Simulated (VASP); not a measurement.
The system is Sb.

```
Sb
1.0
     2.42960    0.00000    0.00000
    -1.21480    2.10409    0.00000
     0.00000    0.00000    2.28154
Sb
1
Direct
  0.00000 0.00000 0.00000
```

Base run:

```yaml
Program: VASP 6.6.1
Functional: PBE
Potentials_or_basis: VASP PAW PBE potentials, release 64 (Sb)
Cutoff: 520 eV
k_mesh: 13 × 13 × 12
Occupations: fermi-dirac, width 0.05 eV
Spin: no spin polarisation
```

Its results: pressure 421.1 GPa.

**Question.** The run is repeated on the same cell with these changes: potentials or basis from VASP PAW PBE potentials, release 64 (Sb) to VASP PAW PBE potentials, release 64 (Sb_d_GW); cutoff from 520 eV to 500 eV; further incar settings from ALGO = Normal; EDIFF = 1e-06; NBANDS = 8 to ALGO = Normal; EDIFF = 1e-06; NBANDS = 14; valence electrons from 5 to 15. What comes out?

**Answer.** Pressure 410.9 GPa.
